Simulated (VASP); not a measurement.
Here is a VASP 6.6.1 calculation.

Contents of POSCAR:

```
Ba
1.0
    3.5749344659     -2.5371669764      0.0000000000
    3.5749344659      2.5371669764      0.0000000000
    0.0000000000      0.0000000000      7.1820181012
Ba
2
Direct
    0.7500309666      0.2499690334      0.2500000000
    0.2499690334      0.7500309666      0.7500000000
```

Contents of INCAR.step1:

```
PREC = Accurate ; ENCUT = 520
ISMEAR = 0 ; SIGMA = 0.1
LREAL = False ; LASPH = True
NELM = 60 ; NBANDS = 17
GGA = PE ; ALGO = Normal
EDIFF = 1E-4 ; LWAVE = True
LCHARG = False
```

File INCAR.step2:

```
PREC = Accurate ; ENCUT = 520
EDIFF = 1E-6 ; ISMEAR = 0
SIGMA = 0.1 ; LREAL = False
LASPH = True ; NELM = 60
ALGO = Normal ; ISIF = 2
LWAVE = False ; LCHARG = True
METAGGA = R2SCAN ; LMIXTAU = True
LELF = True ; LVHAR = True
NBANDS = 17 ; ISTART = 1
```

The input KPOINTS:

```
Automatic mesh
0
Gamma
  10 10 6
```

Potentials or basis: VASP PAW PBE potentials, release 64 (Ba_sv).

Run with:

```bash
$ cat potpaw_PBE.64/Ba_sv/POTCAR > POTCAR
$ cp INCAR.step1 INCAR
$ mpirun -np 1 vasp_std > vasp.out
$ cp INCAR.step2 INCAR
$ mpirun -np 1 vasp_std > vasp.out
```

(1) Predict the band gap on the k mesh.

(2) What does it give for the pressure?

Answers

(1) zero (bands 10 and 11 overlap by 1.04 eV).

(2) 0.1 GPa.

Caveat: the PAW data sets were made with another functional, which shifts forces and pressure a little; spin-orbit coupling is left out, which moves the levels of the heavy elements.
